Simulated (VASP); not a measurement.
Here is a VASP 6.6.1 calculation.

The input INCAR:

```
ALGO = Normal
EDIFF = 1E-6
ENCUT = 520
GGA = PE
ISIF = 2
ISMEAR = 0
ISYM = 0
LASPH = True
LCHARG = False
LREAL = Auto
LWAVE = False
NBANDS = 46
NELM = 60
PREC = Accurate
SIGMA = 0.1
```

The input KPOINTS:

```
Automatic mesh
0
Gamma
  2 2 2
  0.5 0.5 0.5
```

POSCAR

```
MgS
1.0
   -2.0173112034      3.4940854990     -6.4322941800
   -2.0173112034      3.4940854990      6.4322941800
    8.0692448136      0.0000000000      0.0000000000
Mg S
8 8
Direct
    0.9187892417      0.4145440917      0.3333333333
    0.4187892417      0.9145440917      0.3333333333
    0.9187892417      0.4145440917      0.8333333333
    0.4187892417      0.9145440917      0.8333333333
    0.8354559083      0.8312107583      0.1666666667
    0.3354559083      0.3312107583      0.1666666667
    0.8354559083      0.8312107583      0.6666666667
    0.3354559083      0.3312107583      0.6666666667
    0.1437112583      0.5229554083      0.1666666667
    0.6437112583      0.0229554083      0.1666666667
    0.1437112583      0.5229554083      0.6666666667
    0.6437112583      0.0229554083      0.6666666667
    0.7270445917      0.6062887417      0.3333333333
    0.2270445917      0.1062887417      0.3333333333
    0.7270445917      0.6062887417      0.8333333333
    0.2270445917      0.1062887417      0.8333333333
```

Potentials or basis: VASP PAW PBE potentials, release 64 (Mg, S).

The run is started by

```sh
$ cat potpaw_PBE.64/Mg/POTCAR potpaw_PBE.64/S/POTCAR > POTCAR
$ mpirun -np 1 vasp_std > vasp.out
```

Problem. Predict the largest force.

Solution. 0.048 eV/Å.

Problem. Estimate the pressure.

Solution. 0.9 GPa.

Stress tensor (GPa, compression positive):
```
 0.93 -0.09  0.00
-0.09  1.03  0.00
 0.00  0.00  0.78
```
